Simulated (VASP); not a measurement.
# H (P6_3/mmc) in VASP: notebook, part 3 of 3

VASP 6.6.1. The steps go on from the part before.

### Step 4. Single point, PBEsol

This run uses another cell than the first one, of the same volume but with other edges.

File INCAR:

```
  ALGO = Normal
  EDIFF = 1E-7
  ENCUT = 520
  GGA = PS
  ISIF = 2
  ISMEAR = 0
  LASPH = True
  LCHARG = False
  LREAL = False
  LWAVE = False
  NBANDS = 10
  NELM = 60
  PREC = Accurate
  SIGMA = 0.05
```

File KPOINTS:

```
k-points
0
Gamma
  9 9 6
```

File POSCAR:

```
H
1.0
    3.9483595936      0.0000000000      0.0000000000
   -1.9741797968      3.4193797113      0.0000000000
    0.0000000000      0.0000000000      4.7737836389
H
4
Direct
    0.3333333333      0.6666666667      0.1764958800
    0.6666666667      0.3333333333      0.6764958800
    0.6666666667      0.3333333333      0.8235041200
    0.3333333333      0.6666666667      0.3235041200
```

Potentials or basis: VASP PAW PBE potentials, release 64 (H).

Command:

```sh
$ cat potpaw_PBE.64/H/POTCAR > POTCAR
$ mpirun -np 1 vasp_std > vasp.out
```

OUTCAR:

```text
EDIFF = 1E-7
   ENCUT = 520
   GGA = PS
   ISIF = 2
   ISMEAR = 0
   LASPH = True
   LREAL = False
   NELM = 60
   PREC = Accurate

 ion  position               nearest neighbor table
   1  0.333  0.667  0.176-   4 0.70
   2  0.667  0.333  0.676-   3 0.70
   3  0.667  0.333  0.824-   2 0.70
   4  0.333  0.667  0.324-   1 0.70

  LATTYP: Found a hexagonal cell.
 ALAT       =     3.9483595936
 C/A-ratio  =     1.2090549317

  Lattice vectors:

 A1 = (   3.9483595936,   0.0000000000,   0.0000000000)
 A2 = (  -1.9741797968,   3.4193797113,   0.0000000000)
 A3 = (   0.0000000000,   0.0000000000,   4.7737836389)

Analysis of symmetry for initial positions (statically):
=====================================================================
 Subroutine PRICEL returns:
 Original cell was already a primitive cell.

 Routine SETGRP: Setting up the symmetry group for a
 hexagonal supercell.

 Subroutine GETGRP returns: Found 24 space group operations
 (whereof 12 operations were pure point group operations)
 out of a pool of 24 trial point group operations.

The static configuration has the point symmetry D_3d.
 The point group associated with its full space group is D_6h.

Analysis of symmetry for dynamics (positions and initial velocities):
=====================================================================
 Subroutine PRICEL returns:
 Original cell was already a primitive cell.

 Routine SETGRP: Setting up the symmetry group for a
 hexagonal supercell.

 Subroutine GETGRP returns: Found 24 space group operations
 (whereof 12 operations were pure point group operations)
 out of a pool of 24 trial point group operations.

The dynamic configuration has the point symmetry D_3d.
 The point group associated with its full space group is D_6h.

 Subroutine INISYM returns: Found 24 space group operations
 (whereof 12 operations are pure point group operations),
 and found     1 'primitive' translations
[... 121 lines left out ...]
  Fermi-wavevector in a.u.,A,eV,Ry     =   0.648165  1.224855  5.716059  0.420119
  Thomas-Fermi vector in A             =   1.716710
   LORBIT       =      0    0 simple, 1 ext, 2 COOP (PROOUT), +10 PAW based schemes
   GGA     = PS    functional components
   LHFCALC =     F    Hartree Fock is set to
   AEXX    =    0.0000 exact exchange contribution
   IVDW    =     0    specifies the selected vdW correction
   LEPSILON=     F    determine dielectric tensor
   LRPA    =     F    only Hartree local field effects (RPA)
 non-spin polarized calculation
 Gauss-broadening in eV      SIGMA  =   0.05
  energy-cutoff  :      520.00
  volume of cell :       64.45
 maximum number of plane-waves:      1759
 NGX is ok and might be reduce to    30

 number of electron       4.0000003 magnetization

 Free energy of the ion-electron system (eV)
  ---------------------------------------------------
  ext. energy  EPLUGINS =         0.00000000
  ---------------------------------------------------
  free energy    TOTEN  =       -12.92950818 eV

  energy without entropy =      -12.92950818  energy(sigma->0) =      -12.92950818

 E-fermi :  -8.6519     XC(G=0):  -4.4106

 val. band max:       -8.9156859025   @ k =   0.0000   0.0000   0.0000
 cond. band min:       1.0456975311   @ k =   0.4444   0.0000   0.3333
 fundamental gap:      9.9613834336
 Fermi energy:        -8.6519240999

 k-point     1 :       0.0000    0.0000    0.0000
  band No.  band energies     occupation
      1     -10.3704      2.00000
      2      -8.9157      2.00000
      3       1.2303      0.00000
      4       3.0222      0.00000
      5       6.3615      0.00000
      6       7.7969      0.00000
      7       7.7969      0.00000
      8       8.3236      0.00000
      9       9.2680      0.00000
     10       9.2680      0.00000
[... 287 lines left out ...]
 k-point    24 :       0.3333    0.3333    0.1667
  band No.  band energies     occupation
      1      -9.4138      2.00000
      2      -9.4138      2.00000
      3       1.7757      0.00000
      4       2.6499      0.00000
      5       2.6499      0.00000
      6       5.6685      0.00000
      7       5.6685      0.00000
      8       6.1126      0.00000
      9      10.5680      0.00000
     10      12.5750      0.00000

 [... further k-points ...]
[... 5 lines left out ...]
  --------------------------------------------------------------------------------------
  -------------------------------------------------------------------------------------
  Total       -0.0518647     -0.0518647      3.1632850      0.0000000     -0.0000000      0.0000000
  in kB       -1.2893055     -1.2893055     78.6361313      0.0000000     -0.0000000      0.0000000
  external PRESSURE =      25.3525068 kB  Pullay stress =       0.0000000 kB

 VOLUME and BASIS-vectors are now :
 -----------------------------------------------------------------------------
  energy-cutoff  :      520.00
  volume of cell :       64.45
      direct lattice vectors                 reciprocal lattice vectors
     3.948359594  0.000000000  0.000000000     0.253269738  0.146225351  0.000000000
    -1.974179797  3.419379711  0.000000000     0.000000000  0.292450703  0.000000000
     0.000000000  0.000000000  4.773783639     0.000000000  0.000000000  0.209477445

 POSITION                                       TOTAL-FORCE (eV/Angst)
 -----------------------------------------------------------------------------------
     -0.00000      2.27959      0.84255        -0.000000      0.000000     -2.297099
      1.97418      1.13979      3.22944         0.000000      0.000000     -2.297099
      1.97418      1.13979      3.93123         0.000000     -0.000000      2.297099
     -0.00000      2.27959      1.54434        -0.000000     -0.000000      2.297099
 -----------------------------------------------------------------------------------
    total drift:                               -0.000000      0.000000     -0.000000

  FREE ENERGIE OF THE ION-ELECTRON SYSTEM (eV)
  ---------------------------------------------------
  free  energy   TOTEN  =       -12.9295081757 eV

  energy  without entropy=      -12.9295081757  energy(sigma->0) =      -12.92950818
```

OSZICAR:

```text
N       E                     dE             d eps       ncg     rms          rms(c)
DAV:   1    -0.522224082907E+01   -0.52222E+01   -0.14881E+03   960   0.270E+02
DAV:   2    -0.139623751984E+02   -0.87401E+01   -0.86515E+01  1314   0.492E+01
DAV:   3    -0.142497321210E+02   -0.28736E+00   -0.28723E+00  1140   0.848E+00
DAV:   4    -0.142506094503E+02   -0.87733E-03   -0.87731E-03  1058   0.569E-01
DAV:   5    -0.142506133869E+02   -0.39366E-05   -0.39366E-05  1088   0.382E-02    0.667E+00
DAV:   6    -0.133300605995E+02    0.92055E+00   -0.47597E-01  1024   0.247E+00    0.359E+00
DAV:   7    -0.129152356707E+02    0.41482E+00   -0.93743E-01  1042   0.359E+00    0.416E-01
DAV:   8    -0.129306228209E+02   -0.15387E-01   -0.14137E-02   998   0.461E-01    0.209E-01
DAV:   9    -0.129294492283E+02    0.11736E-02   -0.28992E-03  1052   0.222E-01    0.263E-02
DAV:  10    -0.129294922692E+02   -0.43041E-04   -0.74104E-05   988   0.480E-02    0.164E-02
DAV:  11    -0.129295084395E+02   -0.16170E-04   -0.11948E-05  1052   0.217E-02    0.125E-03
DAV:  12    -0.129295081541E+02    0.28549E-06   -0.46242E-07  1046   0.394E-03    0.671E-04
DAV:  13    -0.129295081757E+02   -0.21633E-07   -0.83529E-08   992   0.204E-03
   1 F= -.12929508E+02 E0= -.12929508E+02  d E =-.590374E-16
```

stdout:

```text
POSCAR found type information on POSCAR H
 POSCAR found :  1 types and       4 ions
 scaLAPACK will be used
 -----------------------------------------------------------------------------
|                                                                             |
|                                                                             |
|     You enforced a specific xc type in the INCAR file but a different       |
|     I HOPE YOU KNOW WHAT YOU ARE DOING!                                     |
|                                                                             |
 -----------------------------------------------------------------------------

 LDA part: xc-table for (Slater+PW92), standard interpolation
 POSCAR, INCAR and KPOINTS ok, starting setup
 FFT: planning ... GRIDC
 FFT: planning ... GRID_SOFT
 FFT: planning ... GRID
 WAVECAR not read
 entering main loop
```

Run time: 32 s. Hardware: 1 thread of AMD EPYC 7R43 (Zen 3), shared host; peak memory 0.13 GiB.

What came out:

```yaml
Free_energy: -12.9295 eV
Pressure: 2.5 GPa
Largest_force: 2.297 eV/Å
Band_gap_on_the_k_mesh: 9.96 eV, indirect (least direct gap 10.15 eV)
```

Forces in eV/Å, atoms in the order of the input:
```
H    0.000  0.000 -2.297
H    0.000  0.000 -2.297
H    0.000  0.000  2.297
H    0.000  0.000  2.297
```

Stress tensor (GPa, compression positive):
```
-0.13  0.00  0.00
 0.00 -0.13  0.00
 0.00  0.00  7.86
```

Caveat: the PAW data sets were made with another functional, which shifts forces and pressure a little. A k mesh can miss the band edges.

### Step 5. The runs side by side

```csv
cell,gap on the mesh (eV),pressure (GPa),largest force (eV/Å)
"a = 4.054, b = 4.054, c = 4.528 Å, angles 90.0, 90.0, 120.0°, 4 atoms",10.20,4.6,4.25
"a = 3.614, b = 3.614, c = 5.699 Å, angles 90.0, 90.0, 120.0°, 4 atoms",7.71,-3.0,2.04
"a = 3.948, b = 3.948, c = 4.774 Å, angles 90.0, 90.0, 120.0°, 4 atoms",9.96,2.5,2.30
```

Alike in all rows: task single point; level PBEsol; potentials or basis VASP PAW PBE potentials, release 64 (H); no spin polarisation; k mesh 9 × 9 × 6; cutoff (eV) 520; smearing gaussian 0.05 eV.

Caveats: the PAW data sets were made with another functional, which shifts forces and pressure a little.

Absolute energies hang on the potentials; compare differences alone.
